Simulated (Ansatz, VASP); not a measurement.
One calculation of WAu, two programs

The input INCAR:

```
SYSTEM = WAu
PREC = Accurate
ENCUT = 520
EDIFF = 1E-6
ISMEAR = -1
SIGMA = 0.05
LREAL = .FALSE.
LASPH = .TRUE.
NELM = 150
ALGO = Normal
ISIF = 2
LWAVE = .FALSE.
LCHARG = .FALSE.
MAGMOM = 0 0 0 0 0 0
LORBIT = 11
LSORBIT = .TRUE.
GGA_COMPAT = .FALSE.
LORBMOM = .TRUE.
LMAXMIX = 4
NBANDS = 37
```

The input KPOINTS:

```
regular mesh
0
G
  6 6 6
  0 0 0
```

Contents of POSCAR:

```
WAu
1.0
    0.0000000000      2.7479792600      2.7479792600
    2.7479792600      0.0000000000      2.7479792600
    2.7479792600      2.7479792600      0.0000000000
W Au
1 1
Direct
    0.0000000000      0.0000000000      0.0000000000
    0.7500000000      0.7500000000      0.7500000000
```

input.yaml

```yaml
crystal:
  lattice:
    - [0.0, 2.74797926, 2.74797926]
    - [2.74797926, 0.0, 2.74797926]
    - [2.74797926, 2.74797926, 0.0]
  atoms:
    - { symbol: W, position: [0.0, 0.0, 0.0] }
    - { symbol: Au, position: [0.75, 0.75, 0.75] }
hamiltonian:
  xc: lda
  pseudopotentials: { kind: paw_fr }
magnetization:
  noncollinear: true
  spin_orbit: true
kpoints:
  mp_grid: { grid: [6, 6, 6] }
  band_path:
    path:
      - [[0.0, 0.0, 0.0], [0.5, 0.0, 0.5], [0.5, 0.25, 0.75], [0.375, 0.375, 0.75], [0.0, 0.0, 0.0], [0.5, 0.5, 0.5], [0.625, 0.25, 0.625], [0.5, 0.25, 0.75], [0.5, 0.5, 0.5], [0.375, 0.375, 0.75]]
      - [[0.625, 0.25, 0.625], [0.5, 0.0, 0.5]]
    npoints: 14
scf:
  occupations: { method: fermi_dirac, width: 0.05 }
  n_extra_bands: 6
output:
  forces: true
  stress: true
  eigenvalues: true
  fatbands: false
```

Alike in both runs: functional LDA; k mesh 6 × 6 × 6; occupations fermi-dirac, width 0.05 eV; non-collinear spin, spin-orbit coupling.

|  | VASP | Ansatz |
| --- | --- | --- |
| version | VASP 6.6.1 | Ansatz 0.2.0 |
| potentials or method | VASP PAW LDA potentials, release 64 (W_sv, Au) | Ansatz PAW |
| plane-wave cutoff (eV) | 520 | 420 |
| valence electrons in the cell | 25 | 33 |
| task | single point | band structure |

VASP gave:

| Quantity | Value |
| --- | --- |
| pressure (GPa) | 23.4 |
| net moment per atom (μB) | 0.00 |

Task: Which values does Ansatz return?

Result: Pressure (GPa): 21.7; net moment per atom (μB): 0.00.

LDA's correlation is that of Perdew and Zunger in VASP and of Perdew and Wang (1992) in Ansatz. VASP's potentials hold 25 valence electrons a cell and Ansatz's 33, so a difference there can come from the potentials and not from the codes.
